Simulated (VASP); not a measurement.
A run of VASP 6.6.1:

The input POSCAR:

```
Ga3Sn
1.0
    0.0000000000      3.4666300000      3.4666300000
    3.4666300000      0.0000000000      3.4666300000
    3.4666300000      3.4666300000      0.0000000000
Ga Sn
3 1
Direct
    0.2500000000      0.2500000000      0.2500000000
    0.7500000000      0.7500000000      0.7500000000
    0.5000000000      0.5000000000      0.5000000000
    0.0000000000      0.0000000000      0.0000000000
```

Contents of INCAR.step1:

```
ALGO = Normal
EDIFF = 1E-4
ENCUT = 520
GGA = PE
ISMEAR = 1
LASPH = T
LCHARG = F
LREAL = F
LWAVE = T
NBANDS = 34
NELM = 80
PREC = Accurate
SIGMA = 0.2
```

Contents of INCAR.step2:

```
ALGO = Normal
EDIFF = 1E-7
ENCUT = 520
ISIF = 2
ISMEAR = 1
ISTART = 1
IVDW = 12
LASPH = T
LCHARG = F
LMIXTAU = T
LREAL = F
LWAVE = F
METAGGA = R2SCAN
NBANDS = 34
NELM = 80
PREC = Accurate
SIGMA = 0.2
VDW_A1 = 0.49484001
VDW_A2 = 5.73083694
VDW_S6 = 1.0
VDW_S8 = 0.78981345
```

The input KPOINTS:

```
k-points
0
Gamma
  7 7 7
```

Potentials or basis: VASP PAW PBE potentials, release 64 (Ga_d, Sn_d).

The run is started by

```sh
$ cat potpaw_PBE.64/Ga_d/POTCAR potpaw_PBE.64/Sn_d/POTCAR > POTCAR
$ cp INCAR.step1 INCAR
$ mpirun -np 1 vasp_std > vasp.out
$ cp INCAR.step2 INCAR
$ mpirun -np 1 vasp_std > vasp.out
```

Hardware: 1 thread of Intel(R) Xeon(R) Platinum 8259CL CPU @ 2.50GHz (Skylake/Cascade Lake), with other jobs on the host.

**Question.** How long does it take, and how much memory?

**Answer.** It took 6.6 min on 1 thread of Intel(R) Xeon(R) Platinum 8259CL CPU @ 2.50GHz (Skylake/Cascade Lake), with other jobs on the host, peak memory 0.24 GiB. Counts: k points 20.
